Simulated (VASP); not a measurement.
A run of VASP 6.6.1 is set up as follows.

File INCAR:

```
  PREC = Accurate
  ENCUT = 520
  EDIFF = 1E-6
  ISMEAR = -1
  SIGMA = 0.02
  LREAL = F
  LASPH = T
  NELM = 60
  ALGO = Normal
  ISIF = 2
  LWAVE = F
  LCHARG = T
  LELF = T
  LVHAR = T
  NBANDS = 12
```

Contents of KPOINTS:

```
Automatic mesh
0
Gamma
  14 14 14
```

File POSCAR:

```
LiCl
1.0
    0.0000000000      2.5901654140      2.5901654140
    2.5901654140      0.0000000000      2.5901654140
    2.5901654140      2.5901654140      0.0000000000
Cl Li
1 1
Direct
    0.5000000000      0.5000000000      0.5000000000
    0.0000000000      0.0000000000      0.0000000000
```

Potentials or basis: VASP PAW LDA potentials, release 64 (Cl, Li_sv).

Launch:

```console
$ cat potpaw_LDA.64/Cl/POTCAR potpaw_LDA.64/Li_sv/POTCAR > POTCAR
$ mpirun -np 1 vasp_std > vasp.out
```

Problem. What does it give for the band gap on the k mesh?

Solution. 5.83 eV.

 Expect the measured gap to be larger: semilocal functionals such as LDA lack the derivative discontinuity.
